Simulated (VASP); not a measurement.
Runs of VASP 6.6.1 on ZnO (zincite). The structure is that of space group P6_3mc (No. 186), or close to it. The cells are those of the table. 

| potentials or basis | cell | cutoff (eV) | second run | gap on the mesh (eV) | pressure (GPa) | largest force (eV/Å) |
| --- | --- | --- | --- | --- | --- | --- |
| VASP PAW PBE potentials, release 64 (Zn, O) | a = 3.334, b = 3.334, c = 5.341 Å, angles 90.0, 90.0, 120.0°, 4 atoms | 520 | - | 0.67 | -4.1 | (b) |
| VASP PAW PBE potentials, release 64 (Zn, O) | a = 3.306, b = 3.306, c = 5.297 Å, angles 90.0, 90.0, 120.0°, 4 atoms | 520 | - | 0.71 | (c) | 0.06 |
| VASP PAW PBE potentials, release 64 (Zn, O_h) | a = 3.190, b = 3.190, c = 5.111 Å, angles 90.0, 90.0, 120.0°, 4 atoms | 910 | hard_potentials | 0.87 | 15.2 | 0.09 |
| VASP PAW PBE potentials, release 64 (Zn, O) | a = 3.160, b = 3.160, c = 5.063 Å, angles 90.0, 90.0, 120.0°, 4 atoms | 520 | - | (a) | 21.4 | 0.11 |
| VASP PAW PBE potentials, release 64 (Zn, O) | a = 3.190, b = 3.190, c = 5.111 Å, angles 90.0, 90.0, 120.0°, 4 atoms | 520 | - | 0.87 | (d) | 0.09 |

Alike in all rows: task single point; level PBE; no spin polarisation; k mesh 12 × 12 × 4; smearing gaussian 0.01 eV.

**Question.** Estimate the missing entries.

**Answer.** (a) 0.91; (b) 0.05; (c) -1.2; (d) 15.5.

Caveats: the cutoff is under 1.25 times the usual one of these potentials, so pressure, stress and relaxed cells hold a basis-set (Pulay) error (some runs).

